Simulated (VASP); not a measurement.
# ScNb2O3: single point with PBE

The system is ScNb2O3.

```
Sc Nb O
1.0
     5.51550    0.00000    0.00000
    -2.75775    4.77656    0.00000
     0.00000    0.00000    3.84877
Sc Nb O
1 2 3
Cartesian
  0.0000 0.0000 1.9244
  0.0000 3.1844 1.9244
  2.7577 1.5922 1.9244
  0.0000 3.1844 0.0000
  2.7577 1.5922 0.0000
  0.0000 0.0000 0.0000
```

```json
{
  "Program": "VASP 6.6.1",
  "Task": "single point",
  "Functional": "PBE",
  "Potentials or basis": "VASP PAW PBE potentials, release 64 (Sc_sv, Nb_sv, O)",
  "Cutoff": "520 eV",
  "k mesh": "6 × 6 × 4",
  "Occupations": "gaussian, width 0.1 eV",
  "Spin": "no spin polarisation",
  "Dipole correction": "no",
  "Further INCAR settings": "ALGO = Normal; EDIFF = 1e-06; NBANDS = 36"
}
```

```json
{"Pressure": "0.1 GPa"}
```

Stress tensor (GPa, compression positive):
```
-0.05  0.00  0.00
 0.00 -0.05  0.00
 0.00  0.00  0.40
```

Levels at points of the mesh, in eV from the Fermi level:
| k point | band 25 | band 26 | band 27 | band 28 | band 29 | band 30 |
| --- | --- | --- | --- | --- | --- | --- |
| (0.00, 0.00, 0.00) | -1.20 | 0.00 | 0.00 | 0.11 | 0.11 | 0.22 |
| (0.50, 0.00, 0.00) | -1.29 | -0.76 | -0.63 | -0.50 | -0.20 | 0.31 |
| (0.00, 0.00, 0.50) | -2.36 | -0.30 | -0.30 | -0.10 | -0.10 | 1.67 |
| (0.50, 0.00, 0.50) | -1.74 | -1.55 | -0.81 | -0.69 | 0.36 | 2.22 |

It took 46 s on 1 thread of Intel(R) Xeon(R) 6975P-C (Granite Rapids) (shared host), peak memory 0.25 GiB.

Caveat: the k points lie up to 0.41 Å⁻¹ apart; an odd number of electrons without spin polarisation forces a metal; a magnetic or distorted state may lie lower.
